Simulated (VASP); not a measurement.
A run of VASP 6.6.1 is set up as follows.

Contents of INCAR:

```
PREC = Accurate ; ENCUT = 500
EDIFF = 1E-6 ; ISMEAR = -1
SIGMA = 0.1 ; LREAL = False
LASPH = True ; NELM = 120
ALGO = Normal ; ISIF = 2
LWAVE = False ; LCHARG = True
GGA = PS ; LELF = True
LVHAR = True ; NBANDS = 16
GGA_COMPAT = False
```

KPOINTS

```
regular mesh
0
Gamma
  4 4 4
```

POSCAR

```
InAs
1.0
    0.0000000000      2.8773040000      2.8773040000
    2.8773040000      0.0000000000      2.8773040000
    2.8773040000      2.8773040000      0.0000000000
In As
1 1
Direct
    0.5000000000      0.5000000000      0.5000000000
    0.0000000000      0.0000000000      0.0000000000
```

Potentials or basis: VASP PAW PBE potentials, release 64 (In_d, As).

Run with:

```console
$ cat potpaw_PBE.64/In_d/POTCAR potpaw_PBE.64/As/POTCAR > POTCAR
$ mpirun -np 1 vasp_std > vasp.out
```

What does it give for the pressure?

-1.9 GPa.

Estimate the band gap on the k mesh.

zero (band 9 reaches 6.04 eV, above the bottom of band 10 at 3.58 eV).

Caveat: the k points lie up to 0.47 Å⁻¹ apart; the PAW data sets were made with another functional, which shifts forces and pressure a little; spin-orbit coupling is left out, which moves the levels of the heavy elements.
